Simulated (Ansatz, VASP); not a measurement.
**One calculation of Ca, two programs**

```xyz
1
Lattice="0.0000 2.5707 2.7942 2.5707 0.0000 2.7942 2.5707 2.5707 0.0000" Properties=species:S:1:pos:R:3 pbc="T T T"
Ca    0.0000    0.0000    0.0000
```

Change from the starting cell: strain -0.080 along x and y, +0.000 along z, atoms carried along.

Alike in both runs: task single point; functional LDA; k mesh 14 × 14 × 14; occupations gaussian, width 0.15 eV; no spin polarisation.

|  | VASP | Ansatz |
| --- | --- | --- |
| version | VASP 6.6.1 | Ansatz 0.2.0 |
| potentials or method | VASP PAW LDA potentials, release 64 (Ca_sv), cutoff 520 eV | scalar-relativistic, plane waves, PAW |
| valence electrons in the cell | 10 | 10 |

```csv
,VASP,Ansatz,Ansatz less VASP
gap on the k mesh at the Fermi level (eV),none,none,-
pressure (GPa),0.6,0.6,-0.01
"traceless stress, the component that is largest in VASP (GPa)",-0.64,-0.64,-0.004
```

LDA's correlation is that of Perdew and Zunger in VASP and of Perdew and Wang (1992) in Ansatz. A gap of «none» marks a metal or a gap that the smearing closes.
